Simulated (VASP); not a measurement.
Set up this calculation in VASP 6.6.1, as the native input.

```
Task                    : single point
Functional              : PBE
Potentials or basis     : VASP PAW PBE potentials, release 64 (K_sv, F)
Cutoff                  : 520 eV
k mesh                  : 11 × 11 × 11
Occupations             : fermi-dirac, width 0.05 eV
Spin                    : no spin polarisation
Dipole correction       : no
k mesh for the DOS      : 17 × 17 × 17
Occupations for the DOS : tetrahedron
Further INCAR settings  : ALGO = Normal; EDIFF = 1e-06; NBANDS = 15
```

KF (zincblende type):

```
K F
1.0
     0.00000    2.97480    2.97480
     2.97480    0.00000    2.97480
     2.97480    2.97480    0.00000
K F
1 1
Direct
  0.00000 0.00000 0.00000
  0.25000 0.25000 0.25000
```

One way to write it, as run:

POSCAR

```
KF
1.0
    0.0000000000      2.9748020074      2.9748020074
    2.9748020074      0.0000000000      2.9748020074
    2.9748020074      2.9748020074      0.0000000000
K F
1 1
Direct
    0.0000000000      0.0000000000      0.0000000000
    0.2500000000      0.2500000000      0.2500000000
```

INCAR.step1

```
PREC = Accurate
ENCUT = 520
EDIFF = 1E-6
ISMEAR = -1
SIGMA = 0.05
LREAL = F
LASPH = T
NELM = 120
ALGO = Normal
ISIF = 2
LWAVE = F
LCHARG = T
GGA = PE
NBANDS = 15
GGA_COMPAT = F
NEDOS = 2001
LORBIT = 11
```

KPOINTS.step1

```
regular mesh
0
Gamma
  11 11 11
```

INCAR.step2

```
PREC = Accurate
ENCUT = 520
EDIFF = 1E-6
ISMEAR = -5
SIGMA = 0.05
LREAL = F
LASPH = T
NELM = 120
ALGO = Normal
ISIF = 2
LWAVE = F
LCHARG = F
GGA = PE
LORBIT = 10
NBANDS = 15
NEDOS = 2001
ICHARG = 11
GGA_COMPAT = F
```

KPOINTS.step2

```
regular mesh
0
Gamma
  17 17 17
```

Potentials or basis: VASP PAW PBE potentials, release 64 (K_sv, F).

Command:

```bash
$ cat potpaw_PBE.64/K_sv/POTCAR potpaw_PBE.64/F/POTCAR > POTCAR
$ cp INCAR.step1 INCAR
$ cp KPOINTS.step1 KPOINTS
$ mpirun -np 1 vasp_std > vasp.out
$ cp INCAR.step2 INCAR
$ cp KPOINTS.step2 KPOINTS
$ mpirun -np 1 vasp_std > vasp.out
```

Results of the run:

```
Valence electrons inside the program's atomic spheres : K 7.58; F 6.08
```

It took 83 s on 1 thread of Intel(R) Xeon(R) Platinum 8488C (Sapphire Rapids), on a shared host, peak memory 0.25 GiB.
